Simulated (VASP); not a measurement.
# H2CClF (P2_1) in VASP: relaxation of the atoms with PBE

Aim: the relaxation of the atoms of H2CClF with PBE.

Program: VASP 6.6.1. These are calculated values, not measurements. Logs are shortened: lines on timing, memory, paths and dates and some standing lists are left out, and cuts for length are marked.

## (1) The cell of the first run

It takes space group P2_1 (No. 4, monoclinic). Conventional cell: a = 5.021 Å, b = 4.148 Å, c = 6.768 Å, α = 90.00°, β = 108.21°, γ = 90.00°. Within 1.5 Å of H (site symmetry 1) lie 1 C at 1.10 Å. H (site symmetry 1) has 1 C at 1.08 Å within 1.4 Å. C (site symmetry 1) has 2 H at 1.08 to 1.10 Å and 1 F at 1.37 Å within 1.4 Å. Within 2.4 Å of Cl (site symmetry 1) lie 1 C at 1.79 Å and 2 H at 2.36 to 2.37 Å. F (site symmetry 1) has 1 C at 1.37 Å within 1.8 Å.

## (2) Relaxation of the atoms, PBE

File INCAR:

```
SYSTEM = H2CClF
ALGO     = Normal         ! electronic algorithm
EDIFF    = 1E-6           ! SCF threshold, eV
EDIFFG   = -0.02          ! ionic threshold
ENCUT    = 520            ! plane-wave cutoff, eV
GGA      = PE             ! functional
IBRION   = 2              ! ionic algorithm
ISIF     = 2              ! what is computed and relaxed
ISMEAR   = -1             ! smearing method
KPAR     = 4            
LASPH    = .True.         ! aspherical terms in the spheres
LCHARG   = .False.        ! write CHGCAR
LREAL    = .False.        ! projectors in reciprocal space
LWAVE    = .False.        ! write WAVECAR
NELM     = 60             ! most SCF steps
NSW      = 80             ! ionic steps
PREC     = Accurate       ! precision mode
SIGMA    = 0.05           ! smearing width, eV
```

File KPOINTS:

```
k-points
0
Gamma
  7 8 5
  0 0 0
```

File POSCAR:

```
H2CClF
1.0
    5.0206000000      0.0000000000      0.0000000000
    0.0000000000      4.1477000000      0.0000000000
   -2.1143188253      0.0000000000      6.4288463713
H C Cl F
4 2 2 2
Direct
    0.2920000000      0.3911000000      0.1500000000
    0.7080000000      0.8911000000      0.8500000000
    0.5720000000      0.1060000000      0.2650000000
    0.4280000000      0.6060000000      0.7350000000
    0.3506000000      0.1398000000      0.1916000000
    0.6494000000      0.6398000000      0.8084000000
    0.1699000000      0.0061000000      0.3661000000
    0.8301000000      0.5061000000      0.6339000000
    0.2628000000      0.9575000000      0.0140000000
    0.7372000000      0.4575000000      0.9860000000
```

Potentials or basis: VASP PAW PBE potentials, release 64 (H, C, Cl, F).

Command:

```
cat potpaw_PBE.64/H/POTCAR potpaw_PBE.64/C/POTCAR potpaw_PBE.64/Cl/POTCAR potpaw_PBE.64/F/POTCAR > POTCAR
mpirun -np 4 vasp_std > vasp.out
```

OUTCAR:

```text
SYSTEM = H2CClF
   EDIFF = 1E-6
   EDIFFG = -0.02
   ENCUT = 520
   GGA = PE
   IBRION = 2
   ISIF = 2
   ISMEAR = -1
   LASPH = .True.
   LREAL = .False.
   NELM = 60
   NSW = 80
   PREC = Accurate

 ion  position               nearest neighbor table
   1  0.292  0.391  0.150-   5 1.10
   2  0.708  0.891  0.850-   6 1.10
   3  0.572  0.106  0.265-   5 1.08
   4  0.428  0.606  0.735-   6 1.08
   5  0.351  0.140  0.192-   3 1.08   1 1.10   9 1.37   7 1.79
   6  0.649  0.640  0.808-   4 1.08   2 1.10  10 1.37   8 1.79
   7  0.170  0.006  0.366-   5 1.79
   8  0.830  0.506  0.634-   6 1.79
   9  0.263  0.958  0.014-   5 1.37
  10  0.737  0.458  0.986-   6 1.37

  LATTYP: Found a simple monoclinic cell.
 ALAT       =     5.0206000000
 B/A-ratio  =     0.8261363184
 C/A-ratio  =     1.3479663785
 COS(beta)  =    -0.3124178180

  Lattice vectors:

 A1 = (   5.0206000000,   0.0000000000,   0.0000000000)
 A2 = (   0.0000000000,   4.1477000000,   0.0000000000)
 A3 = (  -2.1143188253,   0.0000000000,   6.4288463713)

Analysis of symmetry for initial positions (statically):
=====================================================================
 Subroutine PRICEL returns:
 Original cell was already a primitive cell.

 Routine SETGRP: Setting up the symmetry group for a
 simple monoclinic supercell.

 Subroutine GETGRP returns: Found  2 space group operations
 (whereof  1 operations were pure point group operations)
 out of a pool of  4 trial point group operations.

The static configuration has the point symmetry C_1 .
 The point group associated with its full space group is C_2 .

Analysis of symmetry for dynamics (positions and initial velocities):
=====================================================================
 Subroutine PRICEL returns:
 Original cell was already a primitive cell.

 Routine SETGRP: Setting up the symmetry group for a
 simple monoclinic supercell.

 Subroutine GETGRP returns: Found  2 space group operations
 (whereof  1 operations were pure point group operations)
 out of a pool of  4 trial point group operations.

The dynamic configuration has the point symmetry C_1 .
 The point group associated with its full space group is C_2 .

 Subroutine INISYM returns: Found  2 space group operations
 (whereof  1 operations are pure point group operations),
 and found     1 'primitive' translations

----------------------------------------------------------------------------------------

                                     Primitive cell

  volume of cell :     133.8739

  direct lattice vectors                    reciprocal lattice vectors
     5.020600000  0.000000000  0.000000000     0.199179381  0.000000000  0.065506110
     0.000000000  4.147700000  0.000000000     0.000000000  0.241097476  0.000000000
    -2.114318825  0.000000000  6.428846371     0.000000000  0.000000000  0.155548903

  length of vectors
     5.020600000  4.147700000  6.767600000     0.209674691  0.241097476  0.155548903

  position of ions in fractional coordinates (direct lattice)
     0.292000000  0.391100000  0.150000000
     0.708000000  0.891100000  0.850000000
     0.572000000  0.106000000  0.265000000
     0.428000000  0.606000000  0.735000000
     0.350600000  0.139800000  0.191600000
     0.649400000  0.639800000  0.808400000
     0.169900000  0.006100000  0.366100000
     0.830100000  0.506100000  0.633900000
     0.262800000  0.957500000  0.014000000
     0.737200000  0.457500000  0.986000000

  ion indices of the primitive-cell ions
   primitive index   ion index
                 1           1
                 2           2
                 3           3
                 4           4
                 5           5
                 6           6
                 7           7
                 8           8
                 9           9
                10          10

----------------------------------------------------------------------------------------

 KPOINTS: k-points

Automatic generation of k-mesh.
 Grid dimensions read from file:
 generate k-points for:    7    8    5

 Generating k-lattice:

  Cartesian coordinates                     Fractional coordinates (reciprocal lattice)
     0.028454197  0.000000000  0.009358016     0.142857143  0.000000000  0.000000000
     0.000000000  0.030137184  0.000000000     0.000000000  0.125000000  0.000000000
     0.000000000  0.000000000  0.031109781     0.000000000  0.000000000  0.200000000

  Length of vectors
     0.029953527  0.030137184  0.031109781

  Shift w.r.t. Gamma in fractional coordinates (k-lattice)
     0.000000000  0.000000000  0.000000000

 Subroutine IBZKPT returns following result:
 ===========================================

 Found     90 irreducible k-points:

 Following reciprocal coordinates:
            Coordinates               Weight
  0.000000  0.000000  0.000000      1.000000
  0.142857  0.000000 -0.000000      2.000000
  0.285714  0.000000 -0.000000      2.000000
  0.428571  0.000000  0.000000      2.000000
  0.000000  0.125000  0.000000      2.000000
  0.142857  0.125000 -0.000000      4.000000
[... 16 lines left out ...]
  0.285714  0.000000  0.200000      2.000000
  0.428571  0.000000  0.200000      2.000000
 [... further k-points ...]
   k-points           NKPTS =     90   k-points in BZ     NKDIM =     90   number of bands    NBANDS=     26
   number of dos      NEDOS =    301   number of ions     NIONS =     10
   total plane-waves  NPLWV =  64000
   dimension x,y,z NGX =    40 NGY =   32 NGZ =   50
   dimension x,y,z NGXF=    80 NGYF=   64 NGZF=  100
   ions per type =               4   2   2   2
   NGX,Y,Z   is equivalent  to a cutoff of  13.25, 12.83, 12.28 a.u.
   NGXF,Y,Z  is equivalent  to a cutoff of  26.49, 25.65, 24.56 a.u.
 SYSTEM =  H2CClF
   PREC   = accura    normal or accurate (medium, high low for compatibility)
   ISTART =      0    job   : 0-new  1-cont  2-samecut
   ICHARG =      2    charge: 1-file 2-atom 10-const
   ISPIN  =      1    spin polarized calculation?
   LNONCOLLINEAR =      F non collinear calculations
   LSORBIT =      F    spin-orbit coupling
   LASPH  =      T    aspherical Exc in radial PAW
   ENCUT  =  520.0 eV  38.22 Ry    6.18 a.u.   9.33  7.71 12.58*2*pi/ulx,y,z
   NELM   =     60;   NELMIN=  2; NELMDL= -5     # of ELM steps
   EDIFF  = 0.1E-05   stopping-criterion for ELM
   LREAL  =      F    real-space projection
   EDIFFG = -.2E-01   stopping-criterion for IOM
   NSW    =     80    number of steps for IOM
   IBRION =      2    ionic relax: 0-MD 1-quasi-New 2-CG
   NFREE  =      1    steps in history (QN), initial steepest desc. (CG)
   ISIF   =      2    stress and relaxation
   ISYM   =      2    0-nonsym 1-usesym 2-fastsym
   POTIM  = 0.5000    time-step for ionic-motion
   TEBEG  =    0.0;   TEEND  =   0.0 temperature during run
   PSTRESS=    0.0 pullay stress
   NELECT =      40.0000    total number of electrons
   NUPDOWN=      -1.0000    fix difference up-down
   EMIN   =  10.00;   EMAX   =-10.00  energy-range for DOS
   EFERMI =   0.00;   METHOD = LEGACY
   ISMEAR =    -1;   SIGMA  =   0.05  broadening in eV -4-tet -1-fermi 0-gaus
   EFERMI_NEDOS =   21; number of points for ismear=-14 and -15
   IALGO  =     38    algorithm
   IMIX   =      4    mixing-type and parameters
     AMIX     =   0.40;   BMIX     =  1.00
     AMIX_MAG =   1.60;   BMIX_MAG =  1.00
  volume/ion in A,a.u.               =      13.39        90.34
  Fermi-wavevector in a.u.,A,eV,Ry     =   1.094451  2.068212 16.297359  1.197822
  Thomas-Fermi vector in A             =   2.230756
   LORBIT       =      0    0 simple, 1 ext, 2 COOP (PROOUT), +10 PAW based schemes
   GGA     = PE    functional components
   LHFCALC =     F    Hartree Fock is set to
   AEXX    =    0.0000 exact exchange contribution
   IVDW    =     0    specifies the selected vdW correction
   LEPSILON=     F    determine dielectric tensor
   LRPA    =     F    only Hartree local field effects (RPA)
 conjugate gradient relaxation of ions
 non-spin polarized calculation
  energy-cutoff  :      520.00
  volume of cell :      133.87
 maximum number of plane-waves:      3622
 NGX is ok and might be reduce to    40
   NGX = 19   NGY = 15   NGZ = 25

--------------------------------------- Ionic step        1  -------------------------------------------

 number of electron      39.9999991 magnetization

 Free energy of the ion-electron system (eV)
  ---------------------------------------------------
  ext. energy  EPLUGINS =         0.00000000
  ---------------------------------------------------
  free energy    TOTEN  =       -45.27386399 eV

  energy without entropy =      -45.27386399  energy(sigma->0) =      -45.27386399

------------------------ aborting loop because EDIFF is reached ----------------------------------------

  FORCE on cell =-STRESS in cart. coord.  units (eV):
  Direction    XX          YY          ZZ          XY          YZ          ZX
  --------------------------------------------------------------------------------------
  -------------------------------------------------------------------------------------
  Total        1.5728503      1.4087732      2.5980570      0.0000000      0.0000000      0.5884214
  in kB       18.8235684     16.8599260     31.0930445      0.0000000      0.0000000      7.0421139
  external PRESSURE =      22.2588463 kB  Pullay stress =       0.0000000 kB
[... 113 lines left out ...]
  FREE ENERGIE OF THE ION-ELECTRON SYSTEM (eV)
  ---------------------------------------------------
  free  energy   TOTEN  =       -45.3018471857 eV

  energy  without entropy=      -45.3018471856  energy(sigma->0) =      -45.30184719

[... ionic steps 4 to 23 ...]

--------------------------------------- Ionic step       24  -------------------------------------------

 number of electron      40.0000001 magnetization

------------------------ aborting loop because EDIFF is reached ----------------------------------------
[... 83 lines left out ...]
--------------------------------------- Ionic step       26  -------------------------------------------

 number of electron      40.0000000 magnetization

 Free energy of the ion-electron system (eV)
  ---------------------------------------------------
  ext. energy  EPLUGINS =         0.00000000
  ---------------------------------------------------
  free energy    TOTEN  =       -45.30864469 eV

  energy without entropy =      -45.30864469  energy(sigma->0) =      -45.30864469

 E-fermi :  -0.7504     XC(G=0):  -7.7901

 val. band max:       -1.8852362226   @ k =   0.4286   0.3750   0.0000
 cond. band min:       4.2408356000   @ k =   0.4286   0.0000   0.0000
 fundamental gap:      6.1260718227
 Fermi energy:        -0.7504327026

 k-point     1 :       0.0000    0.0000    0.0000
  band No.  band energies     occupation
      1     -25.3556      2.00000
      2     -25.2385      2.00000
      3     -16.5419      2.00000
      4     -16.3438      2.00000
      5     -11.6071      2.00000
      6     -11.3445      2.00000
[... 685 lines left out ...]
     25       6.8717      0.00000
     26       7.1957      0.00000

 [... further k-points ...]

------------------------ aborting loop because EDIFF is reached ----------------------------------------

  FORCE on cell =-STRESS in cart. coord.  units (eV):
  Direction    XX          YY          ZZ          XY          YZ          ZX
  --------------------------------------------------------------------------------------
  -------------------------------------------------------------------------------------
  Total        0.8417098      0.8804634      0.9768647      0.0000000      0.0000000     -0.0190521
  in kB       10.0734210     10.5372161     11.6909288      0.0000000      0.0000000     -0.2280113
  external PRESSURE =      10.7671886 kB  Pullay stress =       0.0000000 kB
[... 25 lines left out ...]
  FREE ENERGIE OF THE ION-ELECTRON SYSTEM (eV)
  ---------------------------------------------------
  free  energy   TOTEN  =       -45.3086446863 eV

  energy  without entropy=      -45.3086446862  energy(sigma->0) =      -45.30864469

 reached required accuracy - stopping structural energy minimisation
```

Run time: 15 min. Hardware: 4 MPI ranks of Intel Xeon Platinum 8259CL at 2.50GHz (Skylake/Cascade Lake), shared host; peak memory 0.43 GiB.

What came out:

```
Free energy                  : -45.3086 eV
Energy gained by relaxing    : 3.5 meV/atom
Ionic steps                  : 26
Pressure after relaxing      : 1.1 GPa
Largest force after relaxing : 0.018 eV/Å
Band gap on the k mesh       : 6.13 eV (least direct gap 6.17 eV)
```

Forces in eV/Å, atoms in the order of the input:
```
H    0.008 -0.006  0.003
H   -0.008 -0.006 -0.003
H   -0.011  0.005 -0.007
H    0.011  0.005  0.007
C   -0.011  0.006  0.000
C    0.011  0.006  0.000
Cl  -0.009 -0.002  0.015
Cl   0.009 -0.002 -0.015
F    0.013 -0.003 -0.005
F   -0.013 -0.003  0.005
```

Stress tensor (GPa, compression positive):
```
 1.01  0.00 -0.02
 0.00  1.05  0.00
-0.02  0.00  1.17
```

Step by step:
```tsv
step	energy change (eV)	largest force (eV/Å)	pressure (GPa)
1	0.0000	0.8952	2.23
2	0.0838	2.3093	-0.02
3	-0.0280	0.2893	1.42
4	-0.0256	0.4859	0.58
5	-0.0317	0.0809	1.04
6	-0.0327	0.0558	1.00
7	-0.0330	0.0657	0.97
8	-0.0331	0.1220	1.08
9	-0.0333	0.0435	1.03
10	-0.0334	0.0324	1.11
11	-0.0334	0.0353	1.12
12	-0.0335	0.0404	1.12
13	-0.0335	0.0304	1.12
14	-0.0337	0.0233	1.07
15	-0.0337	0.0323	1.02
16	-0.0338	0.0230	1.04
17	-0.0339	0.0520	1.04
18	-0.0339	0.0488	1.04
19	-0.0341	0.0435	1.05
20	-0.0344	0.0627	1.07
21	-0.0343	0.1398	1.10
22	-0.0344	0.0934	1.08
23	-0.0345	0.0822	1.09
24	-0.0347	0.0483	1.08
25	-0.0348	0.0230	1.08
26	-0.0348	0.0176	1.08
```

Final structure:
```
CELL_PARAMETERS angstrom
5.02060 0.00000 0.00000
0.00000 4.14770 0.00000
-2.11432 0.00000 6.42885
ATOMIC_POSITIONS crystal
H 0.28733 0.39150 0.15360
H 0.71267 0.89150 0.84640
H 0.57174 0.10541 0.26831
H 0.42826 0.60541 0.73169
C 0.34664 0.14096 0.19454
C 0.65336 0.64096 0.80546
Cl 0.16998 0.00783 0.36968
Cl 0.83002 0.50783 0.63032
F 0.26024 0.95479 0.01401
F 0.73976 0.45479 0.98599
```

Caveat: this functional lacks dispersion, which holds the molecules together, so the pressure and a relaxed volume are unreliable. A k mesh can miss the band edges.
